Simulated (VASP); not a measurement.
Ag, 1 atom in the cell. The cell holds a slab with vacuum, 1 atom: a = 2.932 Å, b = 2.932 Å, c = 7.000 Å, α = 90.00°, β = 90.00°, γ = 120.00°. 

* Program: VASP 6.6.1
* Task: single point
* Functional: PBE
* Potentials or basis: VASP PAW PBE potentials, release 64 (Ag)
* Cutoff: 520 eV
* k mesh: 14 × 14 × 1
* Occupations: fermi-dirac, width 0.05 eV
* Spin: no spin polarisation
* Dipole correction: yes
* Further INCAR settings: ALGO = Normal; EDIFF = 1e-06; NBANDS = 12

Potentials or basis: VASP PAW PBE potentials, release 64 (Ag).

Run with:

```console
$ cat potpaw_PBE.64/Ag/POTCAR > POTCAR
$ mpirun -np 1 vasp_std > vasp.out
```

Hardware: 1 thread of Intel(R) Xeon(R) Platinum 8559C (Emerald Rapids), with other jobs on the host.

Estimate the wall time of this run.

It took 8.6 s on 1 thread of Intel(R) Xeon(R) Platinum 8559C (Emerald Rapids), on a shared host, peak memory 0.17 GiB. Counts: scf iterations 13, k points 24.
